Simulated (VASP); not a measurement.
Wanted: the native input for a VASP 6.6.1 run.

* Task: single point
* Functional: PBEsol
* Dispersion: D3(BJ)
* Potentials or basis: VASP PAW PBE potentials, release 64 (K_sv)
* Cutoff: 500 eV
* k mesh: 5 × 5 × 5
* Occupations: methfessel-paxton, width 0.0383 eV
* Spin: no spin polarisation
* Dipole correction: no
* Further INCAR settings: ALGO = Normal; EDIFF = 1e-06; NBANDS = 16

The structure of K lies in POSCAR:

```
K
1.0
    0.0000000000      4.5250000000      4.5250000000
    4.5250000000      0.0000000000      4.5250000000
    4.5250000000      4.5250000000      0.0000000000
K
2
Direct
    1.0000000000      1.0000000000      1.0000000000
    0.2500000000      0.2500000000      0.2500000000
```

This isn't the form of K at room conditions, which is bcc.

The input as run:

INCAR

```
SYSTEM = K
  PREC = Accurate
  ENCUT = 500
  EDIFF = 1E-6
  ISMEAR = 1
  SIGMA = 0.0383
  LREAL = .False.
  LASPH = .True.
  NELM = 120
  ALGO = Normal
  ISIF = 2
  LWAVE = .False.
  LCHARG = .False.
  GGA = PS
  IVDW = 12
  NBANDS = 16
  GGA_COMPAT = .False.
```

KPOINTS

```
Automatic mesh
0
Gamma
  5 5 5
  0 0 0
```

Potentials or basis: VASP PAW PBE potentials, release 64 (K_sv).

Run with:

```sh
$ cat potpaw_PBE.64/K_sv/POTCAR > POTCAR
$ mpirun -np 1 vasp_std > vasp.out
```

It gave:

| Quantity | Value |
| --- | --- |
| Pressure | 0.0 GPa |
| Band gap on the k mesh | zero (bands 9 and 10 overlap by 0.08 eV) |
| Dispersion energy per atom | -0.096 eV |

Caveat: three body term missing; the PAW data sets were made with another functional, which shifts forces and pressure a little.

Run time: 33 s on 1 thread of Intel(R) Xeon(R) Platinum 8259CL CPU @ 2.50GHz (Skylake/Cascade Lake), with other jobs on the host, peak memory 0.31 GiB.
